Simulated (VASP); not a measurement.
A run of VASP 6.6.1 is set up as follows.

Contents of INCAR:

```
PREC = Accurate ; ENCUT = 520
EDIFF = 1E-6 ; ISMEAR = -1
SIGMA = 0.025 ; LREAL = F
LASPH = T ; NELM = 150
ALGO = Normal ; ISIF = 2
LWAVE = F ; LCHARG = F
ISPIN = 2 ; MAGMOM = 3.8 -3.8 0 0
LORBIT = 11 ; LMAXMIX = 4
GGA = CA ; NBANDS = 36
```

Contents of KPOINTS:

```
Automatic mesh
0
Gamma
  9 9 5
```

File POSCAR:

```
MnAu
1.0
    3.2077580700      0.0000000000      0.0000000000
    0.0000000000      3.2077580700      0.0000000000
    0.0000000000      0.0000000000      6.4155161400
Mn Au
2 2
Direct
    0.5000000000      0.5000000000      0.2500000000
    0.5000000000      0.5000000000      0.7500000000
    0.0000000000      0.0000000000      0.0000000000
    0.0000000000      0.0000000000      0.5000000000
```

Potentials or basis: VASP PAW LDA potentials, release 64 (Mn_pv, Au).

Run with:

```console
$ cat potpaw_LDA.64/Mn_pv/POTCAR potpaw_LDA.64/Au/POTCAR > POTCAR
$ mpirun -np 1 vasp_std > vasp.out
```

Task: Estimate the pressure.

Result: -12.4 GPa.

Task: Estimate the net moment.

Result: 0.00 μB per cell.

Task: Predict the site moments.

Result: Mn +3.77, -3.77; Au +0.00 μB.

Task: What does it give for the band gap on the k mesh?

Result: Zero (filled and empty bands overlap).

Stress tensor (GPa, compression positive):
```
-11.52   0.00   0.00
  0.00 -11.52   0.00
  0.00   0.00 -14.30
```

Caveat: spin-orbit coupling is left out, which moves the levels of the heavy elements.
